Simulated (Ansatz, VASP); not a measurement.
Two plane-wave programs on Y

```
Y
1.0
    -3.16100    3.16100    1.72439
     3.16100   -3.16100    1.72439
     3.16100    3.16100   -1.72439
Y
2
Cartesian
  0.0000 0.0000 0.0000
  0.0000 3.1610 0.8622
```

Alike in both runs: task single point; functional r2SCAN; k mesh 6 × 6 × 6; occupations gaussian, width 0.1 eV; no spin polarisation.

```csv
,VASP,Ansatz
version,VASP 6.6.1,Ansatz 0.2.0
potentials or method,"VASP PAW PBE potentials, release 64 (Y_sv), cutoff 520 eV","scalar-relativistic, plane waves, PAW"
valence electrons in the cell,22,22
```

|  | VASP | Ansatz | Ansatz less VASP |
| --- | --- | --- | --- |
| gap on the k mesh at the Fermi level (eV) | none | none | - |
| pressure (GPa) | -1.4 | -1.4 | -0.05 |
| traceless stress, the component that is largest in VASP (GPa) | 0.49 | 0.49 | +0.005 |

VASP's potentials were made for PBE, not for r2SCAN. A gap of «none» marks a metal or a gap that the smearing closes.
